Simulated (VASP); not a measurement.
# GaN: single point with PBEsol

The system is GaN, a slab with vacuum.

```
N Ga
1.0
     3.18073    0.00000    0.00000
    -1.59036    2.75459    0.00000
     0.00000    0.00000   22.84337
N Ga
3 3
Direct
  0.00000 0.00000 0.37210
  0.33333 0.66667 0.48579
  0.66667 0.33333 0.60174
  0.33333 0.66667 0.40052
  0.66667 0.33333 0.50930
  0.00000 0.00000 0.62490
```

```yaml
Program: VASP 6.6.1
Task: single point
Functional: PBEsol
Potentials_or_basis: VASP PAW PBE potentials, release 64 (N, Ga_d)
Cutoff: 520 eV
k_mesh: 9 × 9 × 1
Occupations: gaussian, width 0.05 eV
Spin: no spin polarisation
Dipole_correction: yes
Further_INCAR_settings: ALGO = Normal; EDIFF = 1e-06; NBANDS = 36
```

The largest force is 3.193 eV/Å and the band gap on the k mesh is zero (bands 27 and 28 overlap by 0.41 eV).

Forces in eV/Å, atoms in the order of the input:
```
N    0.000  0.000  1.774
N    0.000  0.000  1.420
N    0.000  0.000  0.011
Ga   0.000  0.000 -3.193
Ga   0.000  0.000  0.007
Ga   0.000  0.000 -0.018
```

Levels at points of the mesh, in eV from the Fermi level:
| k point | band 25 | band 26 | band 27 | band 28 | band 29 | band 30 |
| --- | --- | --- | --- | --- | --- | --- |
| (0.00, 0.00, 0.00) | -1.67 | -0.12 | 0.41 | 0.41 | 1.86 | 2.37 |

It took 4.3 min on 1 thread of Intel Xeon 8259CL, with other jobs on the host, peak memory 0.33 GiB.

Caveat: the PAW data sets were made with another functional, which shifts forces and pressure a little.
